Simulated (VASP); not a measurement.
# Ba (Im-3m) in VASP: single point with PBE

Aim: the single point of Ba with PBE.

Program: VASP 6.6.1. These are calculated values, not measurements. Logs are shortened: lines on timing, memory, paths and dates and some standing lists are left out, and cuts for length are marked.

## (1) The cell of the first run

It takes space group Im-3m (No. 229, cubic). The conventional cell has a = 5.020 Å, b = 5.020 Å, c = 5.020 Å, α = 90.00°, β = 90.00°, γ = 90.00°. Ba (site symmetry m-3m) has 14 Ba at 4.35 to 5.02 Å within 5.7 Å.

## (2) Single point, PBE

Contents of INCAR:

```
SYSTEM = Ba
PREC     = Accurate       ! precision mode
ENCUT    = 520            ! plane-wave cutoff, eV
EDIFF    = 1E-6           ! SCF threshold, eV
ISMEAR   = 0              ! smearing method
SIGMA    = 0.05           ! smearing width, eV
LREAL    = .FALSE.        ! projectors in reciprocal space
LASPH    = .TRUE.         ! aspherical terms in the spheres
NELM     = 80             ! most SCF steps
ALGO     = Fast           ! electronic algorithm
ISIF     = 2              ! what is computed and relaxed
LWAVE    = .FALSE.        ! write WAVECAR
LCHARG   = .FALSE.        ! write CHGCAR
GGA      = PE             ! functional
NBANDS   = 11             ! bands
```

Contents of KPOINTS:

```
regular mesh
0
G
  12 12 12
  0 0 0
```

Contents of POSCAR:

```
Ba
1.0
   -2.5100000000      2.5100000000      2.5100000000
    2.5100000000     -2.5100000000      2.5100000000
    2.5100000000      2.5100000000     -2.5100000000
Ba
1
Direct
    0.0000000000      0.0000000000      0.0000000000
```

Potentials or basis: VASP PAW PBE potentials, release 64 (Ba_sv).

Command:

```sh
> cat potpaw_PBE.64/Ba_sv/POTCAR > POTCAR
> mpirun -np 1 vasp_std > vasp.out
```

OUTCAR:

```text
SYSTEM = Ba
   PREC = Accurate
   ENCUT = 520
   EDIFF = 1E-6
   ISMEAR = 0
   LREAL = .FALSE.
   LASPH = .TRUE.
   NELM = 80
   ISIF = 2
   GGA = PE

 ion  position               nearest neighbor table
   1  0.000  0.000  0.000-

  LATTYP: Found a body centered cubic cell.
 ALAT       =     5.0200000000

  Lattice vectors:

 A1 = (  -2.5100000000,   2.5100000000,   2.5100000000)
 A2 = (   2.5100000000,  -2.5100000000,   2.5100000000)
 A3 = (   2.5100000000,   2.5100000000,  -2.5100000000)

Analysis of symmetry for initial positions (statically):
=====================================================================
 Subroutine PRICEL returns:
 Original cell was already a primitive cell.

 Routine SETGRP: Setting up the symmetry group for a
 body centered cubic supercell.

 Subroutine GETGRP returns: Found 48 space group operations
 (whereof 48 operations were pure point group operations)
 out of a pool of 48 trial point group operations.

The static configuration has the point symmetry O_h .

Analysis of symmetry for dynamics (positions and initial velocities):
=====================================================================
 Subroutine PRICEL returns:
 Original cell was already a primitive cell.

 Routine SETGRP: Setting up the symmetry group for a
 body centered cubic supercell.

 Subroutine GETGRP returns: Found 48 space group operations
 (whereof 48 operations were pure point group operations)
 out of a pool of 48 trial point group operations.

The dynamic configuration has the point symmetry O_h .

 Subroutine INISYM returns: Found 48 space group operations
 (whereof 48 operations are pure point group operations),
 and found     1 'primitive' translations

----------------------------------------------------------------------------------------

                                     Primitive cell

  volume of cell :      63.2530

  direct lattice vectors                    reciprocal lattice vectors
    -2.510000000  2.510000000  2.510000000     0.000000000  0.199203187  0.199203187
     2.510000000 -2.510000000  2.510000000     0.199203187  0.000000000  0.199203187
     2.510000000  2.510000000 -2.510000000     0.199203187  0.199203187  0.000000000

  length of vectors
     4.347447527  4.347447527  4.347447527     0.281715849  0.281715849  0.281715849

  position of ions in fractional coordinates (direct lattice)
     0.000000000  0.000000000  0.000000000

  ion indices of the primitive-cell ions
   primitive index   ion index
                 1           1

----------------------------------------------------------------------------------------

 KPOINTS: regular mesh

Automatic generation of k-mesh.
 Grid dimensions read from file:
 generate k-points for:   12   12   12

 Generating k-lattice:

  Cartesian coordinates                     Fractional coordinates (reciprocal lattice)
     0.000000000  0.016600266  0.016600266     0.083333333  0.000000000  0.000000000
     0.016600266  0.000000000  0.016600266     0.000000000  0.083333333  0.000000000
     0.016600266  0.016600266  0.000000000     0.000000000  0.000000000  0.083333333

  Length of vectors
     0.023476321  0.023476321  0.023476321

  Shift w.r.t. Gamma in fractional coordinates (k-lattice)
     0.000000000  0.000000000  0.000000000

 Subroutine IBZKPT returns following result:
 ===========================================

 Found     72 irreducible k-points:

 Following reciprocal coordinates:
            Coordinates               Weight
  0.000000  0.000000  0.000000      1.000000
  0.083333  0.000000  0.000000     12.000000
  0.166667  0.000000  0.000000     12.000000
  0.250000  0.000000  0.000000     12.000000
  0.333333  0.000000  0.000000     12.000000
  0.416667  0.000000  0.000000     12.000000
[... 16 lines left out ...]
  0.333333  0.083333  0.083333     24.000000
  0.416667  0.083333  0.083333     12.000000
 [... further k-points ...]
   k-points           NKPTS =     72   k-points in BZ     NKDIM =     72   number of bands    NBANDS=     11
   number of dos      NEDOS =    301   number of ions     NIONS =      1
   total plane-waves  NPLWV =  32768
   dimension x,y,z NGX =    32 NGY =   32 NGZ =   32
   dimension x,y,z NGXF=    64 NGYF=   64 NGZF=   64
   ions per type =               1
   NGX,Y,Z   is equivalent  to a cutoff of  12.24, 12.24, 12.24 a.u.
   NGXF,Y,Z  is equivalent  to a cutoff of  24.47, 24.47, 24.47 a.u.
 SYSTEM =  Ba
   PREC   = accura    normal or accurate (medium, high low for compatibility)
   ISTART =      0    job   : 0-new  1-cont  2-samecut
   ICHARG =      2    charge: 1-file 2-atom 10-const
   ISPIN  =      1    spin polarized calculation?
   LNONCOLLINEAR =      F non collinear calculations
   LSORBIT =      F    spin-orbit coupling
   LASPH  =      T    aspherical Exc in radial PAW
   ENCUT  =  520.0 eV  38.22 Ry    6.18 a.u.   8.08  8.08  8.08*2*pi/ulx,y,z
   NELM   =     80;   NELMIN=  2; NELMDL= -5     # of ELM steps
   EDIFF  = 0.1E-05   stopping-criterion for ELM
   LREAL  =      F    real-space projection
   EDIFFG = 0.1E-04   stopping-criterion for IOM
   NSW    =      0    number of steps for IOM
   IBRION =     -1    ionic relax: 0-MD 1-quasi-New 2-CG
   NFREE  =      0    steps in history (QN), initial steepest desc. (CG)
   ISIF   =      2    stress and relaxation
   ISYM   =      2    0-nonsym 1-usesym 2-fastsym
   POTIM  = 0.5000    time-step for ionic-motion
   TEBEG  =    0.0;   TEEND  =   0.0 temperature during run
   PSTRESS=    0.0 pullay stress
   NELECT =      10.0000    total number of electrons
   NUPDOWN=      -1.0000    fix difference up-down
   EMIN   =  10.00;   EMAX   =-10.00  energy-range for DOS
   EFERMI =   0.00;   METHOD = LEGACY
   ISMEAR =     0;   SIGMA  =   0.05  broadening in eV -4-tet -1-fermi 0-gaus
   EFERMI_NEDOS =   21; number of points for ismear=-14 and -15
   IALGO  =     68    algorithm
   IMIX   =      4    mixing-type and parameters
     AMIX     =   0.40;   BMIX     =  1.00
     AMIX_MAG =   1.60;   BMIX_MAG =  1.00
  volume/ion in A,a.u.               =      63.25       426.85
  Fermi-wavevector in a.u.,A,eV,Ry     =   0.885213  1.672810 10.661553  0.783602
  Thomas-Fermi vector in A             =   2.006216
   LORBIT       =      0    0 simple, 1 ext, 2 COOP (PROOUT), +10 PAW based schemes
   GGA     = PE    functional components
   LHFCALC =     F    Hartree Fock is set to
   AEXX    =    0.0000 exact exchange contribution
   IVDW    =     0    specifies the selected vdW correction
   LEPSILON=     F    determine dielectric tensor
   LRPA    =     F    only Hartree local field effects (RPA)
 non-spin polarized calculation
 RMM-DIIS sequential band-by-band and
 Gauss-broadening in eV      SIGMA  =   0.05
  energy-cutoff  :      520.00
  volume of cell :       63.25
 maximum number of plane-waves:      1724
   NGX = 17   NGY = 17   NGZ = 17

 number of electron      10.0000000 magnetization

 Free energy of the ion-electron system (eV)
  ---------------------------------------------------
  ext. energy  EPLUGINS =         0.00000000
  ---------------------------------------------------
  free energy    TOTEN  =        -1.90846711 eV

  energy without entropy =       -1.90680359  energy(sigma->0) =       -1.90763535

 E-fermi :   1.6299     XC(G=0):  -7.3964

 val. band max:        1.6154499870   @ k =   0.2500   0.1667   0.1667
 cond. band min:       1.6613088872   @ k =  -0.4167  -0.4167   0.1667
 fundamental gap:      0.0458589002
 Fermi energy:         1.6298643169

 k-point     1 :       0.0000    0.0000    0.0000
  band No.  band energies     occupation
      1     -27.2598      2.00000
      2     -12.2113      2.00000
      3     -12.2113      2.00000
      4     -12.2113      2.00000
      5      -1.1156      2.00000
      6       3.4589      0.00000
      7       3.4589      0.00000
      8       3.4589      0.00000
      9       4.8543      0.00000
     10       4.8543      0.00000
     11       8.5563      0.00000

 k-point     2 :       0.0833    0.0000    0.0000
  band No.  band energies     occupation
      1     -27.2569      2.00000
      2     -12.2439      2.00000
      3     -12.2213      2.00000
      4     -12.2115      2.00000
      5      -0.9861      2.00000
      6       3.3523      0.00000
      7       3.4019      0.00000
      8       3.5907      0.00000
      9       4.6827      0.00000
     10       4.8459      0.00000
     11       8.7049      0.00000

 k-point     3 :       0.1667    0.0000    0.0000
  band No.  band energies     occupation
      1     -27.2492      2.00000
      2     -12.3313      2.00000
      3     -12.2485      2.00000
      4     -12.2120      2.00000
      5      -0.6229      2.00000
      6       3.0948      0.00000
      7       3.1537      0.00000
      8       3.9795      0.00000
      9       4.5217      0.00000
     10       4.8484      0.00000
     11       8.9986      0.00000

 k-point     4 :       0.2500    0.0000    0.0000
  band No.  band energies     occupation
      1     -27.2385      2.00000
      2     -12.4466      2.00000
      3     -12.2853      2.00000
      4     -12.2128      2.00000
      5      -0.1086      2.00000
      6       2.7900      0.00000
      7       2.7990      0.00000
      8       4.6045      0.00000
      9       4.6127      0.00000
     10       4.9133      0.00000
     11       8.8656      0.00000

 k-point     5 :       0.3333    0.0000    0.0000
  band No.  band energies     occupation
      1     -27.2279      2.00000
      2     -12.5577      2.00000
      3     -12.3215      2.00000
      4     -12.2135      2.00000
      5       0.3927      2.00000
      6       2.5467      0.00000
      7       2.5955      0.00000
      8       4.7897      0.00000
      9       5.0681      0.00000
     10       5.4222      0.00000
     11       8.1888      0.00000
[... 211 lines left out ...]
 k-point    21 :       0.1667    0.0833    0.0833
  band No.  band energies     occupation
      1     -27.2354      2.00000
      2     -12.4796      2.00000
      3     -12.2755      2.00000
      4     -12.2378      2.00000
      5       0.1092      2.00000
      6       2.5964      0.00000
      7       2.6262      0.00000
      8       4.7429      0.00000
      9       4.9584      0.00000
     10       5.0543      0.00000
     11       9.2002      0.00000

 k-point    22 :       0.2500    0.0833    0.0833
  band No.  band energies     occupation
      1     -27.2259      2.00000
      2     -12.5605      2.00000
      3     -12.3246      2.00000
      4     -12.2411      2.00000
      5       0.6333      2.00000
      6       2.4121      0.00000
      7       2.4199      0.00000
      8       4.8821      0.00000
      9       5.1557      0.00000
     10       5.8430      0.00000
     11       8.5270      0.00000

 k-point    23 :       0.3333    0.0833    0.0833
  band No.  band energies     occupation
      1     -27.2190      2.00000
      2     -12.6154      2.00000
      3     -12.3633      2.00000
      4     -12.2434      2.00000
      5       0.9454      2.00000
      6       2.2806      0.00000
      7       2.5431      0.00000
      8       4.9682      0.00000
      9       5.3372      0.00000
     10       6.6036      0.00000
     11       7.8701      0.00000

 k-point    24 :       0.4167    0.0833    0.0833
  band No.  band energies     occupation
      1     -27.2165      2.00000
      2     -12.6347      2.00000
      3     -12.3779      2.00000
      4     -12.2443      2.00000
      5       1.0156      2.00000
      6       2.2363      0.00000
      7       2.7063      0.00000
      8       4.9493      0.00000
      9       5.4241      0.00000
     10       7.1024      0.00000
     11       7.2736      0.00000

 [... further k-points ...]
[... 5 lines left out ...]
  --------------------------------------------------------------------------------------
  -------------------------------------------------------------------------------------
  Total        0.0254774      0.0254774      0.0254774      0.0000000      0.0000000     -0.0000000
  in kB        0.6453344      0.6453344      0.6453344      0.0000000      0.0000000     -0.0000000
  external PRESSURE =       0.6453344 kB  Pullay stress =       0.0000000 kB

 VOLUME and BASIS-vectors are now :
 -----------------------------------------------------------------------------
  energy-cutoff  :      520.00
  volume of cell :       63.25
      direct lattice vectors                 reciprocal lattice vectors
    -2.510000000  2.510000000  2.510000000     0.000000000  0.199203187  0.199203187
     2.510000000 -2.510000000  2.510000000     0.199203187  0.000000000  0.199203187
     2.510000000  2.510000000 -2.510000000     0.199203187  0.199203187  0.000000000

 POSITION                                       TOTAL-FORCE (eV/Angst)
 -----------------------------------------------------------------------------------
      0.00000      0.00000      0.00000         0.000000     -0.000000      0.000000
 -----------------------------------------------------------------------------------
    total drift:                                0.000000      0.000000     -0.000000

  FREE ENERGIE OF THE ION-ELECTRON SYSTEM (eV)
  ---------------------------------------------------
  free  energy   TOTEN  =        -1.9084671097 eV

  energy  without entropy=       -1.9068035887  energy(sigma->0) =       -1.90763535
```

Wall time 20 s (1 thread of AMD EPYC 9R45 (Zen 5), shared host); peak memory 0.17 GiB.

What came out:

```
Free energy            : -1.9085 eV
Pressure               : 0.1 GPa
Band gap on the k mesh : zero (band 5 reaches 2.15 eV, above the bottom of band 6 at 1.09 eV)
```

Levels at points of the mesh, in eV from the Fermi level:
| k point | band 1 | band 2 | band 3 | band 4 | band 5 | band 6 | band 7 | band 8 | band 9 | band 10 |
| --- | --- | --- | --- | --- | --- | --- | --- | --- | --- | --- |
| (0.00, 0.00, 0.00) | -28.89 | -13.84 | -13.84 | -13.84 | -2.75 | 1.83 | 1.83 | 1.83 | 3.22 | 3.22 |
| (0.50, 0.00, 0.00) | -28.85 | -14.29 | -13.99 | -13.84 | -0.89 | 0.70 | 1.24 | 3.19 | 3.77 | 5.20 |
| (0.50, 0.50, 0.50) | -28.82 | -14.16 | -14.16 | -14.16 | -0.54 | -0.54 | 4.34 | 4.34 | 4.34 | 4.71 |

Caveat: spin-orbit coupling is left out, which moves the levels of the heavy elements.
